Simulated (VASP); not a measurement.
Input of a VASP 6.6.1 run:

Contents of INCAR:

```
SYSTEM = Cu
ALGO = Fast
DIPOL = 0.5 0.5 0.501
EDIFF = 1E-6
ENCUT = 520
GGA = PE
IDIPOL = 3
ISIF = 2
ISMEAR = 0
IVDW = 12
LASPH = .True.
LCHARG = .False.
LDIPOL = .True.
LREAL = Auto
LWAVE = .False.
NBANDS = 102
NELM = 60
PREC = Accurate
SIGMA = 0.1
```

The input KPOINTS:

```
k-points
0
Gamma
  4 4 1
  0 0 0
```

File POSCAR:

```
Cu
1.0
    5.0393684365      0.0000000000      0.0000000000
    0.0000000000      5.0393684365      0.0000000000
    0.0000000000      0.0000000000     21.3450573915
Cu
16
Direct
    0.2500000000      0.2500000000      0.3747940262
    0.2500000000      0.7500000000      0.3747940262
    0.7500000000      0.2500000000      0.3747940262
    0.7500000000      0.7500000000      0.3747940262
    0.5000000000      0.5000000000      0.4582646754
    0.5000000000      0.0000000000      0.4582646754
    0.0000000000      0.5000000000      0.4582646754
    0.0000000000      0.0000000000      0.4582646754
    0.7500000000      0.7500000000      0.5435007472
    0.7500000000      0.2500000000      0.5435007472
    0.2500000000      0.7500000000      0.5435007472
    0.2500000000      0.2500000000      0.5435007472
    0.0000000000      0.0000000000      0.6263064442
    0.0000000000      0.5000000000      0.6263064442
    0.5000000000      0.0000000000      0.6263064442
    0.5000000000      0.5000000000      0.6263064442
```

Potentials or basis: VASP PAW PBE potentials, release 64 (Cu).

Run with:

```sh
$ cat potpaw_PBE.64/Cu/POTCAR > POTCAR
$ mpirun -np 1 vasp_std > vasp.out
```

(1) What does it give for the band gap on the k mesh?

(2) What does it give for the dispersion energy per atom?

(3) What does it give for the largest force?

Answers

(1) zero (bands 88 and 89 overlap by 0.92 eV).

(2) -0.419 eV.

(3) 0.061 eV/Å.
